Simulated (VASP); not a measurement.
Set up this calculation in VASP 6.6.1, as the native input.

| Item | Value |
| --- | --- |
| Task | single point |
| Functional | PBEsol |
| Dispersion | D3(BJ) |
| Potentials or basis | VASP PAW PBE potentials, release 64 (Ti_sv, Al) |
| Cutoff | 520 eV |
| k mesh | 10 × 10 × 3 |
| Occupations | fermi-dirac, width 0.05 eV |
| Spin | no spin polarisation |
| Dipole correction | no |
| Further INCAR settings | ALGO = Normal; EDIFF = 1e-06; NBANDS = 28 |

The structure of Ti3Al lies in POSCAR:

```
Ti3Al
1.0
    2.9275422229      0.0000000000      0.0000000000
   -1.4637711114      2.5353259357      0.0000000000
    0.0000000000      0.0000000000      9.2263620000
Ti Al
3 1
Direct
    0.3333333333      0.6666666667      0.2494060000
    0.3333333333      0.6666666667      0.7505940000
    0.6666666667      0.3333333333      0.0000000000
    0.6666666667      0.3333333333      0.5000000000
```

The input as run:

INCAR

```
SYSTEM = Ti3Al
PREC = Accurate
ENCUT = 520
EDIFF = 1E-6
ISMEAR = -1
SIGMA = 0.05
LREAL = .False.
LASPH = .True.
NELM = 60
ALGO = Normal
ISIF = 2
LWAVE = .False.
LCHARG = .True.
GGA = PS
IVDW = 12
LELF = .True.
LVHAR = .True.
NBANDS = 28
```

KPOINTS

```
regular mesh
0
Gamma
  10 10 3
  0 0 0
```

Potentials or basis: VASP PAW PBE potentials, release 64 (Ti_sv, Al).

The run is started by

```bash
$ cat potpaw_PBE.64/Ti_sv/POTCAR potpaw_PBE.64/Al/POTCAR > POTCAR
$ mpirun -np 1 vasp_std > vasp.out
```

Results of the run:

```yaml
Pressure: -8.5 GPa
Largest_force: 0.092 eV/Å
Dispersion_energy_per_atom: -0.523 eV
```

Caveat: three body term missing; the PAW data sets were made with another functional, which shifts forces and pressure a little; pairwise dispersion overbinds metals, which lowers pressure and volume.

Wall time 110 s on 1 thread of AMD EPYC 7R43 64-Core Processor (Zen 3) (shared host), peak memory 0.18 GiB.
